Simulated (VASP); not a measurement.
Set up this calculation in VASP 6.6.1, as the native input.

```yaml
Task: single point
Functional: PBE
Potentials_or_basis: VASP PAW PBE potentials, release 64 (Sn_d, Se)
Cutoff: 500 eV
k_mesh: 4 × 4 × 4
Occupations: gaussian, width 0.1 eV
Spin: no spin polarisation
Dipole_correction: no
Further_INCAR_settings: ALGO = Normal; EDIFF = 1e-06; NBANDS = 35
```

The structure of SnSe2 lies in POSCAR:

```
SnSe2
1.0
    5.9981552473      0.0000000000      0.0000000000
    0.0000000000      6.0004542945      0.0000000000
    0.0000000000      0.0000000000      4.0242318947
Sn Se
2 4
Direct
    0.5000000000      0.5000000000      0.5000000000
    0.0000000000      0.0000000000      0.0000000000
    0.3064962476      0.3066616299      0.0000000000
    0.8064962476      0.1933383701      0.5000000000
    0.1935037524      0.8066616299      0.5000000000
    0.6935037524      0.6933383701      0.0000000000
```

The input as run:

INCAR

```
  PREC = Accurate
  ENCUT = 500
  EDIFF = 1E-6
  ISMEAR = 0
  SIGMA = 0.1
  LREAL = False
  LASPH = True
  NELM = 120
  ALGO = Normal
  ISIF = 2
  LWAVE = False
  LCHARG = False
  GGA = PE
  NBANDS = 35
  GGA_COMPAT = False
```

KPOINTS

```
regular mesh
0
Gamma
  4 4 4
```

Potentials or basis: VASP PAW PBE potentials, release 64 (Sn_d, Se).

Launch:

```console
$ cat potpaw_PBE.64/Sn_d/POTCAR potpaw_PBE.64/Se/POTCAR > POTCAR
$ mpirun -np 1 vasp_std > vasp.out
```

It gave:

```json
{
  "Pressure": "12.5 GPa",
  "Largest force": "0.376 eV/Å",
  "Band gap on the k mesh": "0.36 eV, indirect (least direct gap 0.39 eV)"
}
```

Caveat: spin-orbit coupling is left out, which moves the levels of the heavy elements.

Run time: 62 s on 1 thread of AMD EPYC 9R45 96-Core Processor (Zen 5) (shared host), peak memory 0.27 GiB.
